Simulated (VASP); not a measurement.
PbS, 2 atoms in the cell. It takes space group R3m (No. 160, trigonal). The conventional cell has a = 4.109 Å, b = 4.109 Å, c = 9.916 Å, α = 90.00°, β = 90.00°, γ = 120.00°. Pb (site symmetry 3m) has 6 S at 2.62 to 3.23 Å within 3.5 Å. S (site symmetry 3m) has 6 Pb at 2.62 to 3.23 Å within 3.5 Å.  This cell differs from its parent crystal: strained and its atoms moved.

* Program: VASP 6.6.1
* Task: single point
* Functional: PBEsol
* Potentials or basis: VASP PAW PBE potentials, release 64 (Pb_d, S)
* Cutoff: 520 eV
* k mesh: 9 × 9 × 9
* Occupations: gaussian, width 0.02 eV
* Spin: no spin polarisation
* Dipole correction: no
* Further INCAR settings: ALGO = Normal; EDIFF = 1e-06; NBANDS = 17

Potentials or basis: VASP PAW PBE potentials, release 64 (Pb_d, S).

The run is started by

```bash
$ cat potpaw_PBE.64/Pb_d/POTCAR potpaw_PBE.64/S/POTCAR > POTCAR
$ mpirun -np 1 vasp_std > vasp.out
```

Hardware: 1 thread of Intel Xeon 8259CL (shared host).

How long does it take, and how much memory?

It took 51 s on 1 thread of Intel Xeon 8259CL, on a shared host, peak memory 0.21 GiB. Counts: scf iterations 12, k points 85.
